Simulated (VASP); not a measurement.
A run of VASP 6.6.1:

File INCAR:

```
PREC     = Accurate       # precision mode
ENCUT    = 520            # plane-wave cutoff, eV
EDIFF    = 1E-6           # SCF threshold, eV
ISMEAR   = 0              # smearing method
SIGMA    = 0.05           # smearing width, eV
LREAL    = False          # projectors in reciprocal space
LASPH    = True           # aspherical terms in the spheres
NELM     = 60             # most SCF steps
ALGO     = Normal         # electronic algorithm
ISIF     = 2              # what is computed and relaxed
LWAVE    = False          # write WAVECAR
LCHARG   = False          # write CHGCAR
GGA      = PE             # functional
IVDW     = 12             # dispersion correction
NBANDS   = 20             # bands
```

KPOINTS

```
regular mesh
0
Gamma
  9 9 6
```

POSCAR

```
SnSe2
1.0
    3.8632107324      0.0000000000      0.0000000000
   -1.9316053662      3.3456386344      0.0000000000
    0.0000000000      0.0000000000      5.9722357835
Sn Se
1 2
Direct
    0.0000000000      0.0000000000      0.0000000000
    0.3333333333      0.6666666667      0.2500000000
    0.6666666667      0.3333333333      0.7500000000
```

Potentials or basis: VASP PAW PBE potentials, release 64 (Sn_d, Se).

The run is started by

```console
$ cat potpaw_PBE.64/Sn_d/POTCAR potpaw_PBE.64/Se/POTCAR > POTCAR
$ mpirun -np 1 vasp_std > vasp.out
```

Hardware: 1 thread of Intel Xeon 8259CL (shared host).

Question: Estimate the wall time of this run.

Answer: Wall time 2.7 min on 1 thread of Intel Xeon 8259CL (shared host), peak memory 0.26 GiB. Counts: scf iterations 12, k points 62.
